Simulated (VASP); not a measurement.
A run of VASP 6.6.1 is set up as follows.

INCAR

```
SYSTEM = ZrO2
  PREC = Accurate
  ENCUT = 580
  EDIFF = 1E-8
  ISMEAR = 0
  SIGMA = 0.01
  LREAL = .False.
  LASPH = .True.
  NELM = 120
  ALGO = Normal
  ISIF = 2
  LWAVE = .False.
  LCHARG = .False.
  METAGGA = R2SCAN
  LMIXTAU = .True.
  LCALCEPS = .True.
  GGA_COMPAT = .False.
  KPAR = 4
```

Contents of KPOINTS:

```
Automatic mesh
0
Gamma
  6 6 4
  0 0 0
```

Contents of POSCAR:

```
ZrO2
1.0
    3.5650182537      0.0000000000      0.0000000000
    0.0000000000      3.5650182537      0.0000000000
    0.0000000000      0.0000000000      5.1748882163
Zr O
2 4
Direct
    0.0000000000      0.0000000000      0.0000000000
    0.5000000000      0.5000000000      0.5000000000
    0.0000000000      0.5000000000      0.2971775721
    0.0000000000      0.5000000000      0.7971775721
    0.5000000000      0.0000000000      0.7028224279
    0.5000000000      0.0000000000      0.2028224279
```

Potentials or basis: VASP PAW PBE potentials, release 64 (Zr_sv, O).

The run is started by

```console
$ cat potpaw_PBE.64/Zr_sv/POTCAR potpaw_PBE.64/O/POTCAR > POTCAR
$ mpirun -np 4 vasp_std > vasp.out
```

(1) Estimate the electronic dielectric tensor (diagonal).

(2) Predict the Born charges (mean of the diagonal).

(3) Estimate the band gap on the k mesh.

Answers

(1) 5.25, 5.25, 4.79.

(2) Zr +5.47; O -2.73 e.

(3) 4.66 eV (least direct gap 4.75 eV).

Caveat: the cell differs from its parent crystal (strain -1.0%).
